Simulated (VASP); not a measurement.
Wanted: the native input for a VASP 6.6.1 run.

| Quantity | Value |
| --- | --- |
| Task | single point |
| Functional | PBEsol |
| Potentials or basis | VASP PAW PBE potentials, release 64 (Sn_d) |
| Cutoff | 500 eV |
| k mesh | 14 × 14 × 10 |
| Occupations | gaussian, width 0.15 eV |
| Spin | no spin polarisation |
| Dipole correction | no |
| Further INCAR settings | ALGO = Normal; EDIFF = 1e-06; NBANDS = 36 |

The structure of Sn lies in POSCAR:

```
Sn
1.0
    0.0000000000     -3.2707792798     -3.2707792798
    0.0000000000      3.2707792798     -3.2707792798
    6.5415585596      0.0000000000      0.0000000000
Sn
4
Direct
    0.5000000000      0.5000000000      0.0114651576
    0.0000000000      0.0000000000      0.4885348424
    0.0000000000      0.5000000000      0.2500000000
    0.5000000000      0.0000000000      0.7500000000
```

This cell differs from its parent crystal: atoms displaced along a vibrational mode.

These files were run (other wordings do the same):

INCAR

```
SYSTEM = Sn
ALGO = Normal
EDIFF = 1E-6
ENCUT = 500
GGA = PS
GGA_COMPAT = .False.
ISIF = 2
ISMEAR = 0
LASPH = .True.
LCHARG = .True.
LELF = .True.
LREAL = .False.
LVHAR = .True.
LWAVE = .False.
NBANDS = 36
NELM = 120
PREC = Accurate
SIGMA = 0.15
```

KPOINTS

```
k-points
0
Gamma
  14 14 10
  0 0 0
```

Potentials or basis: VASP PAW PBE potentials, release 64 (Sn_d).

The run is started by

```bash
$ cat potpaw_PBE.64/Sn_d/POTCAR > POTCAR
$ mpirun -np 1 vasp_std > vasp.out
```

It gave:

```
Pressure               : 0.0 GPa
Largest force          : 0.706 eV/Å
Band gap on the k mesh : zero (bands 28 and 29 overlap by 0.26 eV)
```

Caveat: the cell differs from its parent crystal (atoms displaced along a vibrational mode); the PAW data sets were made with another functional, which shifts forces and pressure a little; spin-orbit coupling is left out, which moves the levels of the heavy elements.

Wall time 17 min on 1 thread of Intel Xeon 8259CL, on a shared host, peak memory 0.76 GiB.
